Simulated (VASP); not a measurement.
The system is Be.

```
Be
1.0
     3.31451    0.00000    0.00000
     0.00000    1.46845    0.00000
    -0.36416    0.00000    3.47822
Be
1
Cartesian
  1.6573 0.0000 0.0000
```

The cell was built from a structure type or drawn by symmetry, and may not be a known phase.

```yaml
Program: VASP 6.6.1
Task: relaxation of cell and atoms
Functional: PBE
Potentials_or_basis: VASP PAW PBE potentials, release 64 (Be)
Cutoff: 600 eV
k_mesh: 6 × 12 × 6
Occupations: gaussian, width 0.1 eV
Spin: no spin polarisation
```

At the start: pressure 44.7 GPa; volume 16.93 Å³/atom.

Where does the relaxation end?

Over 50 steps the energy falls by 4118.4 meV/atom and the volume is 9.84 Å³/atom (-41.9 %); space group P2/m (No. 10, to 0.1 Å) before, P6/mmm (No. 191, to 0.1 Å).

Step by step:
```csv
step,energy change (eV),largest force (eV/Å),pressure (GPa),volume (Å³)
1,0.0000,0.0000,44.69,16.93
3,-2.7363,0.0000,-5.21,22.88
5,-2.7388,0.0000,-5.85,23.09
7,-3.2944,0.0000,-11.74,16.07
9,-3.5342,0.0000,-11.06,13.43
11,-3.6294,0.0000,-6.34,11.55
13,-3.6363,0.0000,-3.05,10.97
15,-3.6639,0.0000,3.35,9.99
17,-3.6878,0.0000,4.35,10.03
19,-3.7581,0.0000,0.87,10.39
21,-3.7787,0.0000,-1.12,10.57
23,-3.8047,0.0000,-2.30,10.57
25,-3.8124,0.0000,-0.33,10.13
27,-3.7991,0.0000,14.87,8.25
29,-3.8177,0.0000,8.79,8.77
31,-3.8205,0.0000,5.94,9.08
33,-3.8269,0.0000,7.54,8.85
35,-3.8399,0.0000,10.08,8.53
37,-3.9476,0.0000,9.63,8.44
39,-4.0192,0.0000,12.19,8.30
41,-4.0559,0.0000,9.62,8.59
43,-4.0610,0.0000,2.50,9.99
45,-4.1108,0.0000,1.28,9.70
47,-4.1177,0.0000,-1.04,9.98
49,-4.1183,0.0000,-0.37,9.89
50,-4.1184,0.0000,0.08,9.84
```

Final structure:
```
Be
1.0
     2.11897    0.00000   -0.31566
     0.00000    2.47746    0.00000
    -0.78746    0.00000    1.99171
Be
1
Cartesian
  1.0595 0.0000 -0.1578
```

Caveat: the volume moved by over 15 % at a fixed basis, so the end points are rough.
